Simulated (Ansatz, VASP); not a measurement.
## Two plane-wave programs on GaN

```
CELL_PARAMETERS angstrom
5.53494 0.00000 0.00000
0.00000 5.53494 0.00000
0.00000 0.00000 3.21414
ATOMIC_POSITIONS crystal
Ga 0.67940 0.67940 0.00000
Ga 0.17940 0.82060 0.50000
Ga 0.82060 0.17940 0.50000
Ga 0.32060 0.32060 0.00000
N 0.81780 0.81780 0.50000
N 0.18220 0.18220 0.50000
N 0.68220 0.31780 0.00000
N 0.31780 0.68220 0.00000
```

Alike in both runs: functional PBE; k mesh 6 × 6 × 8; occupations gaussian, width 0.02 eV; no spin polarisation.

Ansatz relaxed the structure, and its values are those at the end. VASP's run is a single point on that final structure, the one shown.

|  | VASP | Ansatz |
| --- | --- | --- |
| version | VASP 6.6.1 | Ansatz 0.2.0 |
| potentials or method | VASP PAW PBE potentials, release 64 (Ga_d, N), cutoff 520 eV | scalar-relativistic, plane waves, PAW |
| valence electrons in the cell | 72 | 72 |

Ansatz gave:

| Item | Value |
| --- | --- |
| gap on the k mesh at the Fermi level (eV) | 1.74 |
| least direct gap on the mesh (eV) | 1.74 |
| pressure (GPa) | 0.0 |
| rms of the force components (eV/Å) | 0.001 |

**Question.** Estimate VASP's values.

**Answer.** gap on the k mesh at the Fermi level (eV): 1.74; least direct gap on the mesh (eV): 1.74; pressure (GPa): 0.1; rms of the force components (eV/Å): 0.011.

With one functional, cell and mesh, what is left measures potentials, basis and numerics.
